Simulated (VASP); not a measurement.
Runs of VASP 6.6.1 on Te2Mo (series). Symmetry: P6_3/mmc, No. 194, hexagonal system. Conventional cell: a = 3.518 Å, b = 3.518 Å, c = 13.974 Å, α = 90.00°, β = 90.00°, γ = 120.00°. Te (site symmetry 3m) has 3 Mo at 2.72 Å and 6 Te at 3.52 Å within 3.6 Å. Mo (site symmetry -6m2) has 6 Te at 2.72 Å and 6 Mo at 3.52 Å within 3.6 Å. 

```tsv
spin	k mesh	smearing	gap on the mesh (eV)	pressure (GPa)	largest force (eV/Å)
off	6 × 6 × 2	gaussian 0.02 eV	0.82	-0.5	0.19
off	9 × 9 × 2	gaussian 0.02 eV	(b)	-0.5	0.18
collinear, ferromagnetic start	6 × 6 × 2	gaussian 0.1 eV	0.82	-0.5	0.18
off	3 × 3 × 1	gaussian 0.02 eV	(c)	-0.9	0.11
off	6 × 6 × 1	gaussian 0.02 eV	0.82	(a)	0.15
off	12 × 12 × 4	gaussian 0.02 eV	0.75	-0.5	0.18
```

Alike in all rows: task single point; level PBE+D3(BJ); potentials or basis VASP PAW PBE potentials, release 64 (Te, Mo_sv); cell as given; cutoff (eV) 500.

Q: Fill in the values left out.

A: (a) -0.4; (b) 0.78; (c) 1.00.

Caveats: some runs use coarse meshes; spin-orbit coupling is left out, which moves the levels of the heavy elements.

A k mesh can miss the band edges, and the runs leave out spin-orbit coupling on Mo, Te.
